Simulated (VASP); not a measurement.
# B2Ir2Rh (I4/mmm) in VASP: notebook

The runs below take B2Ir2Rh through single point, relaxation of cell and atoms, with r2SCAN.

Everything below comes from runs of VASP 6.6.1. Logs are shortened: lines on timing, memory, paths and dates and some standing lists are left out, and cuts for length are marked.

## 1. The cell of the first run

The structure is tetragonal, space group I4/mmm (No. 139). Conventional cell: a = 2.819 Å, b = 2.819 Å, c = 14.192 Å, α = 90.00°, β = 90.00°, γ = 90.00°. Within 2.9 Å of Ir (site symmetry 4mm) lie 4 B at 2.12 Å and 4 Rh at 2.79 Å and 4 Ir at 2.82 Å. Within 2.6 Å of B (site symmetry -4m2) lie 4 B at 1.99 Å and 4 Ir at 2.12 Å. Rh (site symmetry 4/mmm) has 8 Ir at 2.79 Å and 8 Rh at 2.82 to 3.99 Å and 8 B at 3.82 Å within 4.0 Å.

## 2. Single point, r2SCAN

Contents of POSCAR:

```
B2Ir2Rh
1.0
    0.0000000000      2.8194455075     -0.0000001136
    2.8194455075      0.0000000000     -0.0000001136
    1.4097224678      1.4097224678     -7.0960414031
Ir B Rh
2 2 1
Direct
    0.3620253349      0.3620253349      0.2759493302
    0.6379746651      0.6379746651      0.7240506698
    0.7500000000      0.2500000000      0.5000000000
    0.2500000000      0.7500000000      0.5000000000
    0.0000000000      0.0000000000      0.0000000000
```

Contents of INCAR.step1:

```
SYSTEM = B2Ir2Rh
PREC     = Accurate       ! precision mode
ENCUT    = 520            ! plane-wave cutoff, eV
ISMEAR   = 1              ! smearing method
SIGMA    = 0.1901         ! smearing width, eV
LREAL    = .FALSE.        ! projectors in reciprocal space
LASPH    = .TRUE.         ! aspherical terms in the spheres
NELM     = 100            ! most SCF steps
NBANDS   = 28             ! bands
GGA      = PE             ! functional
ALGO     = Normal         ! electronic algorithm
EDIFF    = 1E-4           ! SCF threshold, eV
LWAVE    = .TRUE.         ! write WAVECAR
LCHARG   = .FALSE.        ! write CHGCAR
```

Contents of INCAR.step2:

```
SYSTEM = B2Ir2Rh
PREC     = Accurate       ! precision mode
ENCUT    = 520            ! plane-wave cutoff, eV
EDIFF    = 1E-7           ! SCF threshold, eV
ISMEAR   = 1              ! smearing method
SIGMA    = 0.1901         ! smearing width, eV
LREAL    = .FALSE.        ! projectors in reciprocal space
LASPH    = .TRUE.         ! aspherical terms in the spheres
NELM     = 100            ! most SCF steps
ALGO     = Normal         ! electronic algorithm
ISIF     = 2              ! what is computed and relaxed
LWAVE    = .FALSE.        ! write WAVECAR
LCHARG   = .FALSE.        ! write CHGCAR
METAGGA  = R2SCAN         ! meta-GGA
LMIXTAU  = .TRUE.       
NBANDS   = 28             ! bands
ISTART   = 1
```

Contents of KPOINTS:

```
regular mesh
0
G
  6 6 6
  0 0 0
```

Potentials or basis: VASP PAW PBE potentials, release 64 (Ir, B, Rh_pv).

Started as:

```sh
$ cat potpaw_PBE.64/Ir/POTCAR potpaw_PBE.64/B/POTCAR potpaw_PBE.64/Rh_pv/POTCAR > POTCAR
$ cp INCAR.step1 INCAR
$ mpirun -np 1 vasp_std > vasp.out
$ cp INCAR.step2 INCAR
$ mpirun -np 1 vasp_std > vasp.out
```

OUTCAR:

```text
SYSTEM = B2Ir2Rh
   PREC = Accurate
   ENCUT = 520
   EDIFF = 1E-7
   ISMEAR = 1
   LREAL = .FALSE.
   LASPH = .TRUE.
   NELM = 100
   ISIF = 2
   METAGGA = R2SCAN
   ISTART = 1

 ion  position               nearest neighbor table
   1  0.362  0.362  0.276-   3 2.12   4 2.12   4 2.12   3 2.12   5 2.79   5 2.79   5 2.79   5 2.79

   2  0.638  0.638  0.724-   3 2.12   4 2.12   4 2.12   3 2.12   5 2.79   5 2.79   5 2.79   5 2.79

   3  0.750  0.250  0.500-   4 1.99   4 1.99   4 1.99   4 1.99   1 2.12   2 2.12   2 2.12   1 2.12

   4  0.250  0.750  0.500-   3 1.99   3 1.99   3 1.99   3 1.99   1 2.12   2 2.12   1 2.12   2 2.12

   5  0.000  0.000  0.000-   1 2.79   2 2.79   2 2.79   2 2.79   1 2.79   1 2.79   2 2.79   1 2.79

  LATTYP: Found a body centered tetragonal cell.
 ALAT       =     2.8194455075
 C/A-ratio  =     5.0336431547

  Lattice vectors:

 A1 = (  -1.4097224678,   1.4097230397,   7.0960412895)
 A2 = (   1.4097230397,  -1.4097224678,   7.0960412895)
 A3 = (   1.4097224678,   1.4097224678,  -7.0960414031)

Analysis of symmetry for initial positions (statically):
=====================================================================
 Subroutine PRICEL returns:
 Original cell was already a primitive cell.

 Routine SETGRP: Setting up the symmetry group for a
 body centered tetragonal supercell.

 Subroutine GETGRP returns: Found 16 space group operations
 (whereof 16 operations were pure point group operations)
 out of a pool of 16 trial point group operations.

The static configuration has the point symmetry D_4h.

Analysis of symmetry for dynamics (positions and initial velocities):
=====================================================================
 Subroutine PRICEL returns:
 Original cell was already a primitive cell.

 Routine SETGRP: Setting up the symmetry group for a
 body centered tetragonal supercell.

 Subroutine GETGRP returns: Found 16 space group operations
 (whereof 16 operations were pure point group operations)
 out of a pool of 16 trial point group operations.

The dynamic configuration has the point symmetry D_4h.

 Subroutine INISYM returns: Found 16 space group operations
 (whereof 16 operations are pure point group operations),
 and found     1 'primitive' translations

----------------------------------------------------------------------------------------

                                     Primitive cell

  volume of cell :      56.4084

  direct lattice vectors                    reciprocal lattice vectors
     0.000000000  2.819445507 -0.000000114     0.000000003  0.354679672  0.070461808
     2.819445507  0.000000000 -0.000000114     0.354679672  0.000000003  0.070461808
     1.409722468  1.409722468 -7.096041403    -0.000000006 -0.000000006 -0.140923644

  length of vectors
     2.819445508  2.819445508  7.370782758     0.361611029  0.361611029  0.140923644

  position of ions in fractional coordinates (direct lattice)
     0.362025335  0.362025335  0.275949330
     0.637974665  0.637974665  0.724050670
     0.750000000  0.250000000  0.500000000
     0.250000000  0.750000000  0.500000000
     0.000000000  0.000000000  0.000000000

  ion indices of the primitive-cell ions
   primitive index   ion index
                 1           1
                 2           2
                 3           3
                 4           4
                 5           5

----------------------------------------------------------------------------------------

 KPOINTS: regular mesh

Automatic generation of k-mesh.
 Grid dimensions read from file:
 generate k-points for:    6    6    6

 Generating k-lattice:

  Cartesian coordinates                     Fractional coordinates (reciprocal lattice)
     0.000000000  0.059113279  0.011743635     0.166666667  0.000000000 -0.000000000
     0.059113279  0.000000000  0.011743635     0.000000000  0.166666667 -0.000000000
    -0.000000001 -0.000000001 -0.023487274    -0.000000000 -0.000000000  0.166666667

  Length of vectors
     0.060268505  0.060268505  0.023487274

  Shift w.r.t. Gamma in fractional coordinates (k-lattice)
     0.000000000  0.000000000  0.000000000

 Subroutine IBZKPT returns following result:
 ===========================================

 Found     30 irreducible k-points:

 Following reciprocal coordinates:
            Coordinates               Weight
  0.000000  0.000000  0.000000      1.000000
  0.166667 -0.000000  0.000000      8.000000
  0.333333  0.000000 -0.000000      8.000000
  0.500000 -0.000000 -0.000000      4.000000
  0.166667  0.166667  0.000000      8.000000
  0.333333  0.166667  0.000000     16.000000
[... 16 lines left out ...]
 -0.333333 -0.333333  0.166667      4.000000
 -0.166667 -0.333333  0.166667     16.000000
 [... further k-points ...]
   k-points           NKPTS =     30   k-points in BZ     NKDIM =     30   number of bands    NBANDS=     28
   number of dos      NEDOS =    301   number of ions     NIONS =      5
   total plane-waves  NPLWV =  32256
   dimension x,y,z NGX =    24 NGY =   24 NGZ =   56
   dimension x,y,z NGXF=    48 NGYF=   48 NGZF=  112
   ions per type =               2   2   1
   NGX,Y,Z   is equivalent  to a cutoff of  14.15, 14.15, 12.63 a.u.
   NGXF,Y,Z  is equivalent  to a cutoff of  28.30, 28.30, 25.26 a.u.
 SYSTEM =  B2Ir2Rh
   PREC   = accura    normal or accurate (medium, high low for compatibility)
   ISTART =      1    job   : 0-new  1-cont  2-samecut
   ICHARG =      0    charge: 1-file 2-atom 10-const
   ISPIN  =      1    spin polarized calculation?
   LNONCOLLINEAR =      F non collinear calculations
   LSORBIT =      F    spin-orbit coupling
   LASPH  =      T    aspherical Exc in radial PAW
   ENCUT  =  520.0 eV  38.22 Ry    6.18 a.u.   5.24  5.24 13.70*2*pi/ulx,y,z
   NELM   =    100;   NELMIN=  2; NELMDL=  0     # of ELM steps
   EDIFF  = 0.1E-06   stopping-criterion for ELM
   LREAL  =      F    real-space projection
   EDIFFG = 0.1E-05   stopping-criterion for IOM
   NSW    =      0    number of steps for IOM
   IBRION =     -1    ionic relax: 0-MD 1-quasi-New 2-CG
   NFREE  =      0    steps in history (QN), initial steepest desc. (CG)
   ISIF   =      2    stress and relaxation
   ISYM   =      2    0-nonsym 1-usesym 2-fastsym
   POTIM  = 0.5000    time-step for ionic-motion
   TEBEG  =    0.0;   TEEND  =   0.0 temperature during run
   PSTRESS=    0.0 pullay stress
   NELECT =      39.0000    total number of electrons
   NUPDOWN=      -1.0000    fix difference up-down
   EMIN   =  10.00;   EMAX   =-10.00  energy-range for DOS
   EFERMI =   0.00;   METHOD = LEGACY
   ISMEAR =     1;   SIGMA  =   0.19  broadening in eV -4-tet -1-fermi 0-gaus
   EFERMI_NEDOS =   21; number of points for ismear=-14 and -15
   IALGO  =     38    algorithm
   IMIX   =      4    mixing-type and parameters
     AMIX     =   0.40;   BMIX     =  1.00
     AMIX_MAG =   1.60;   BMIX_MAG =  1.00
  volume/ion in A,a.u.               =      11.28        76.13
  Fermi-wavevector in a.u.,A,eV,Ry     =   1.447600  2.735567 28.511624  2.095545
  Thomas-Fermi vector in A             =   2.565536
   LORBIT       =      0    0 simple, 1 ext, 2 COOP (PROOUT), +10 PAW based schemes
   METAGGA = R2SCAN    functional components
   LHFCALC =     F    Hartree Fock is set to
   AEXX    =    0.0000 exact exchange contribution
   IVDW    =     0    specifies the selected vdW correction
   LEPSILON=     F    determine dielectric tensor
   LRPA    =     F    only Hartree local field effects (RPA)
 non-spin polarized calculation
 Methfessel and Paxton  Order N= 1 SIGMA  =   0.19
  energy-cutoff  :      520.00
  volume of cell :       56.41
 maximum number of plane-waves:      1544
 NGX is ok and might be reduce to    24
   NGX = 11   NGY = 11   NGZ = 27

 number of electron      39.0000006 magnetization

 Free energy of the ion-electron system (eV)
  ---------------------------------------------------
  ext. energy  EPLUGINS =         0.00000000
  ---------------------------------------------------
  free energy    TOTEN  =      -144.29450020 eV

  energy without entropy =     -144.29201713  energy(sigma->0) =     -144.29367251

 E-fermi :   9.4847     XC(G=0): -14.5711

 val. band max:        9.4657679308   @ k =  -0.3333  -0.0000   0.1667
 cond. band min:       9.4867389408   @ k =   0.5000  -0.0000  -0.0000
 fundamental gap:      0.0209710100
 Fermi energy:         9.4847321229

 k-point     1 :       0.0000    0.0000    0.0000
  band No.  band energies     occupation
      1     -38.0326      2.00000
      2     -37.9189      2.00000
      3     -37.9189      2.00000
      4      -5.4329      2.00000
      5       0.4333      2.00000
      6       2.5857      2.00000
[... 20 lines left out ...]
     27      20.0507      0.00000
     28      20.2898      0.00000

 k-point     2 :       0.1667   -0.0000    0.0000
  band No.  band energies     occupation
      1     -38.0259      2.00000
      2     -37.9847      2.00000
      3     -37.9134      2.00000
      4      -5.0022      2.00000
      5       0.9435      2.00000
      6       2.3055      2.00000
[... 20 lines left out ...]
     27      19.7917      0.00000
     28      20.2160      0.00000

 k-point     3 :       0.3333    0.0000   -0.0000
  band No.  band energies     occupation
      1     -38.1149      2.00000
      2     -38.0125      2.00000
      3     -37.9025      2.00000
      4      -3.8277      2.00000
      5       0.0298      2.00000
      6       1.9236      2.00000
[... 20 lines left out ...]
     27      18.2355      0.00000
     28      18.6193      0.00000

 k-point     4 :       0.5000   -0.0000   -0.0000
  band No.  band energies     occupation
      1     -38.1793      2.00000
      2     -38.0058      2.00000
      3     -37.8971      2.00000
      4      -2.1132      2.00000
      5      -2.1031      2.00000
      6       2.4293      2.00000
[... 578 lines left out ...]
     27      17.5404      0.00000
     28      19.5971      0.00000

 k-point    23 :      -0.3333   -0.3333    0.1667
  band No.  band energies     occupation
      1     -38.0963      2.00000
      2     -38.0934      2.00000
      3     -37.9933      2.00000
      4      -2.3372      2.00000
      5       1.0543      2.00000
      6       1.4727      2.00000
[... 20 lines left out ...]
     27      19.6737      0.00000
     28      19.8537      0.00000

 k-point    24 :      -0.1667   -0.3333    0.1667
  band No.  band energies     occupation
      1     -38.1083      2.00000
      2     -38.0061      2.00000
      3     -37.9671      2.00000
      4      -3.4281      2.00000
      5       0.3339      2.00000
      6       2.5569      2.00000
[... 20 lines left out ...]
     27      18.4611      0.00000
     28      19.7658      0.00000

 [... further k-points ...]

------------------------ aborting loop because EDIFF is reached ----------------------------------------

  FORCE on cell =-STRESS in cart. coord.  units (eV):
  Direction    XX          YY          ZZ          XY          YZ          ZX
  --------------------------------------------------------------------------------------
  -------------------------------------------------------------------------------------
  Total        0.7142151      0.7142151      0.9409209      0.0000000      0.0000000      0.0000000
  in kB       20.2859827     20.2859827     26.7251508      0.0000000      0.0000003      0.0000003
  external PRESSURE =      22.4323720 kB  Pullay stress =       0.0000000 kB

 VOLUME and BASIS-vectors are now :
 -----------------------------------------------------------------------------
  energy-cutoff  :      520.00
  volume of cell :       56.41
      direct lattice vectors                 reciprocal lattice vectors
     0.000000000  2.819445507 -0.000000114     0.000000003  0.354679672  0.070461808
     2.819445507  0.000000000 -0.000000114     0.354679672  0.000000003  0.070461808
     1.409722468  1.409722468 -7.096041403    -0.000000006 -0.000000006 -0.140923644

 POSITION                                       TOTAL-FORCE (eV/Angst)
 -----------------------------------------------------------------------------------
      1.40972      1.40972     -1.95815         0.000000      0.000000      0.153634
      2.81945      2.81945     -5.13789        -0.000000     -0.000000     -0.153634
      1.40972      2.81945     -3.54802         0.000000     -0.000000     -0.000000
      2.81945      1.40972     -3.54802        -0.000000      0.000000     -0.000000
      0.00000      0.00000      0.00000         0.000000      0.000000     -0.000000
 -----------------------------------------------------------------------------------
    total drift:                               -0.000000     -0.000000     -0.000000

  FREE ENERGIE OF THE ION-ELECTRON SYSTEM (eV)
  ---------------------------------------------------
  free  energy   TOTEN  =      -144.2945001986 eV

  energy  without entropy=     -144.2920171251  energy(sigma->0) =     -144.29367251
```

Wall time 1.8 min (1 thread of Intel Xeon Platinum 8488C (Sapphire Rapids), shared host); peak memory 0.2 GiB.

What came out:

```
Free energy            : -144.2945 eV
Pressure               : 2.2 GPa
Largest force          : 0.154 eV/Å
Band gap on the k mesh : zero (an odd number of electrons rules out a gap without spin polarisation)
```

Forces in eV/Å, atoms in the order of the input:
```
Ir   0.000  0.000  0.154
Ir   0.000  0.000 -0.154
B    0.000  0.000  0.000
B    0.000  0.000  0.000
Rh   0.000  0.000  0.000
```

Levels at points of the mesh, in eV from the Fermi level:
```tsv
k point	band 18	band 19	band 20	band 21	band 22	band 23
(0.00, 0.00, 0.00)	-1.27	-0.92	-0.44	0.28	0.52	3.57
(0.50, 0.00, 0.00)	-0.98	-0.34	0.00	1.08	1.87	2.20
(0.50, 0.50, 0.00)	0.86	0.94	0.94	0.97	1.46	3.05
(0.00, 0.00, 0.50)	-0.66	-0.52	-0.10	-0.10	0.32	2.70
```

Caveat: the k points lie up to 0.38 Å⁻¹ apart, too coarse for converged energies and pressures of a metal; the PAW data sets were made with another functional, which shifts forces and pressure a little; spin-orbit coupling is left out, which moves the levels of the heavy elements.

## 3. Relaxation of cell and atoms, r2SCAN

This run uses another cell than the first one, of 10.86 Å³/atom.

Contents of POSCAR:

```
B2Ir2Rh
1.0
    0.0000000000      2.9428465300      0.0000000000
    2.9428465300      0.0000000000      0.0000000000
    1.4714227600      1.4714227600     -6.2672668600
Ir B Rh
2 2 1
Direct
    0.3734700000      0.3734700000      0.2530600000
    0.6265300000      0.6265300000      0.7469400000
    0.7500000000      0.2500000000      0.5000000000
    0.2500000000      0.7500000000      0.5000000000
    0.0000000000      0.0000000000      0.0000000000
```

Contents of INCAR.step1:

```
SYSTEM = B2Ir2Rh
ALGO = Normal
EDIFF = 1E-4
ENCUT = 600
GGA = PE
ISMEAR = 1
LASPH = .TRUE.
LCHARG = .FALSE.
LREAL = .FALSE.
LWAVE = .TRUE.
NELM = 100
PREC = Accurate
SIGMA = 0.1901
```

Contents of INCAR.step2:

```
SYSTEM = B2Ir2Rh
ALGO = Normal
EDIFF = 1E-6
EDIFFG = -0.01
ENCUT = 600
IBRION = 2
ISIF = 3
ISMEAR = 1
ISTART = 1
LASPH = .TRUE.
LCHARG = .FALSE.
LMIXTAU = .TRUE.
LREAL = .FALSE.
LWAVE = .FALSE.
METAGGA = R2SCAN
NELM = 100
NSW = 60
PREC = Accurate
SIGMA = 0.1901
```

Contents of KPOINTS:

```
k-points
0
G
  6 6 6
  0 0 0
```

Potentials or basis: VASP PAW PBE potentials, release 64 (Ir, B, Rh_pv).

Started as:

```sh
$ cat potpaw_PBE.64/Ir/POTCAR potpaw_PBE.64/B/POTCAR potpaw_PBE.64/Rh_pv/POTCAR > POTCAR
$ cp INCAR.step1 INCAR
$ mpirun -np 1 vasp_std > vasp.out
$ cp INCAR.step2 INCAR
$ mpirun -np 1 vasp_std > vasp.out
```

Wall time 16 min (1 thread of Intel Xeon Platinum 8488C (Sapphire Rapids), shared host); peak memory 0.22 GiB.

The run converged. Its results:

```yaml
Free_energy: -144.2968 eV
Relaxed_volume: 11.35 Å³/atom
Relaxed_cell: a = 2.825 Å, b = 2.825 Å, c = 7.386 Å, α = 78.97°, β = 78.97°, γ = 90.00°
Space_group_after_relaxing_to_0.1_Å: I4/mmm (No. 139)
Energy_gained_by_relaxing: 219.1 meV/atom
Ionic_steps: 12
Pressure_after_relaxing: 0.1 GPa
Largest_force_after_relaxing: 0.003 eV/Å
Band_gap_on_the_k_mesh: zero (an odd number of electrons rules out a gap without spin polarisation)
```

Forces in eV/Å, atoms in the order of the input:
```
Ir   0.000  0.000 -0.003
Ir   0.000  0.000  0.003
B    0.000  0.000  0.000
B    0.000  0.000  0.000
Rh   0.000  0.000  0.000
```

Stress tensor (GPa, compression positive):
```
 0.10  0.00  0.00
 0.00  0.10  0.00
 0.00  0.00 -0.04
```

Step by step:
```tsv
step	energy change (eV)	largest force (eV/Å)	pressure (GPa)	volume (Å³)
1	0.0000	2.3324	19.18	54.28
2	-0.0494	1.4110	-28.34	65.04
3	-0.4938	1.5157	-10.37	59.41
4	-0.9528	1.3678	-0.76	57.96
5	-0.9535	1.4951	-0.23	57.90
6	-1.0143	0.0530	-1.91	57.02
7	-1.0770	0.5122	-1.80	57.41
8	-1.0770	0.5338	-1.79	57.43
9	-1.0938	0.1985	1.44	56.59
10	-1.0938	0.2022	1.39	56.60
11	-1.0906	0.3462	-2.15	57.05
12	-1.0955	0.0034	0.05	56.76
```

Final structure:
```xyz
5
Lattice="0.0000 2.8253 0.0000 2.8253 0.0000 0.0000 1.4126 1.4126 -7.1110" Properties=species:S:1:pos:R:3 pbc="T T T"
Ir    1.4126    1.4126   -1.9603
Ir    2.8253    2.8253   -5.1507
B     1.4126    2.8253   -3.5555
B     2.8253    1.4126   -3.5555
Rh    0.0000    0.0000    0.0000
```

Levels at points of the mesh, in eV from the Fermi level:
```csv
k point,band 17,band 18,band 19,band 20,band 21,band 22,band 23
"(0.00, 0.00, 0.00)",-1.27,-1.27,-0.92,-0.44,0.27,0.52,3.53
"(0.50, 0.00, 0.00)",-2.16,-0.97,-0.34,0.00,1.06,1.85,2.18
"(0.50, 0.50, 0.00)",0.66,0.86,0.92,0.93,0.95,1.43,3.01
"(0.00, 0.00, 0.50)",-0.87,-0.65,-0.52,-0.10,-0.10,0.31,2.67
```

Caveat: the k points lie up to 0.38 Å⁻¹ apart in the final cell, too coarse for converged energies and pressures of a metal; the PAW data sets were made with another functional, which shifts forces and pressure a little; spin-orbit coupling is left out, which moves the levels of the heavy elements.
